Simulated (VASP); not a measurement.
A run of VASP 6.6.1 is set up as follows.

Contents of INCAR:

```
SYSTEM = PbS
ALGO = Normal
EDIFF = 1E-8
ENCUT = 520
ISIF = 2
ISMEAR = 0
LASPH = .True.
LCALCEPS = .True.
LCHARG = .False.
LMIXTAU = .True.
LREAL = .False.
LWAVE = .False.
METAGGA = R2SCAN
NELM = 80
PREC = Accurate
SIGMA = 0.01
```

KPOINTS

```
k-points
0
Gamma
  6 6 6
  0 0 0
```

POSCAR

```
PbS
1.0
    0.0000000000      2.9872326701      2.9872326701
    2.9872326701      0.0000000000      2.9872326701
    2.9872326701      2.9872326701      0.0000000000
Pb S
1 1
Direct
    0.0000000000      0.0000000000      0.0000000000
    0.5000000000      0.5000000000      0.5000000000
```

Potentials or basis: VASP PAW PBE potentials, release 64 (Pb_d, S).

The run is started by

```bash
$ cat potpaw_PBE.64/Pb_d/POTCAR potpaw_PBE.64/S/POTCAR > POTCAR
$ mpirun -np 1 vasp_std > vasp.out
```

(1) What does it give for the electronic dielectric tensor (diagonal)?

(2) Estimate the Born charges (mean of the diagonal).

(3) What does it give for the band gap on the k mesh?

## Answers

(1) 13.85.

(2) Pb +4.34; S -4.34 e.

(3) 0.70 eV, direct.

Caveat: spin-orbit coupling is left out, which moves the levels of the heavy elements.
